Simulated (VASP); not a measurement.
Set up this calculation in VASP 6.6.1, as the native input.

| Property | Result |
| --- | --- |
| Task | single point |
| Functional | PBE |
| Potentials or basis | VASP PAW PBE potentials, release 64 (Cu, O) |
| Cutoff | 520 eV |
| k mesh | 7 × 7 × 4 |
| Occupations | fermi-dirac, width 0.1 eV |
| Spin | collinear spin |
| Starting moments | [0.58, -0.58, 0.0, 0.0] μB |
| Hubbard terms | Cu d U = 4.0 eV |
| Dipole correction | no |
| Further INCAR settings | ALGO = Normal; EDIFF = 1e-07; NBANDS = 29; ISYM = 0 |

The structure of CuO lies in POSCAR:

```
CuO
1.0
    2.3245000000     -1.7191000000      0.0000000000
    2.3245000000      1.7191000000      0.0000000000
   -0.7792200000      0.0000000000      5.1281400000
Cu O
2 2
Direct
    0.0000000000      0.5000000000      0.0000000000
    0.5000000000      0.0000000000      0.5000000000
    0.5830000000      0.4170000000      0.2500000000
    0.4170000000      0.5830000000      0.7500000000
```

The input as run:

INCAR

```
SYSTEM = CuO
PREC = Accurate ; ENCUT = 520
EDIFF = 1E-7 ; ISMEAR = -1
SIGMA = 0.1 ; LREAL = .False.
LASPH = .True. ; NELM = 150
ALGO = Normal ; ISIF = 2
LWAVE = .False. ; LCHARG = .False.
ISPIN = 2 ; MAGMOM = 0.58 -0.58 0 0
LORBIT = 11 ; LMAXMIX = 4
LDAU = .True. ; LDAUTYPE = 2
LDAUL = 2 -1 ; LDAUU = 4 0
LDAUJ = 0 0 ; LDAUPRINT = 1
GGA = PE ; ISYM = 0
NBANDS = 29
```

KPOINTS

```
Automatic mesh
0
Gamma
  7 7 4
  0 0 0
```

Potentials or basis: VASP PAW PBE potentials, release 64 (Cu, O).

Launch:

```bash
$ cat potpaw_PBE.64/Cu/POTCAR potpaw_PBE.64/O/POTCAR > POTCAR
$ mpirun -np 1 vasp_std > vasp.out
```

Results of the run:

```yaml
Pressure: 2.2 GPa
Largest_force: 0.224 eV/Å
Band_gap_on_the_k_mesh: 0.56 eV (least direct gap 0.85 eV)
Net_moment: 0.00 μB per cell
Site_moments: Cu +0.57, -0.57; O -0.00 μB
Valence_electrons_inside_the_program's_atomic_spheres: Cu 9.91; O 4.98
```

Caveat: semilocal functionals underestimate gaps, and a narrow one can read as zero.

Run time: 2.6 min on 1 thread of AMD EPYC 9R45 96-Core Processor (Zen 5), with other jobs on the host, peak memory 0.26 GiB.
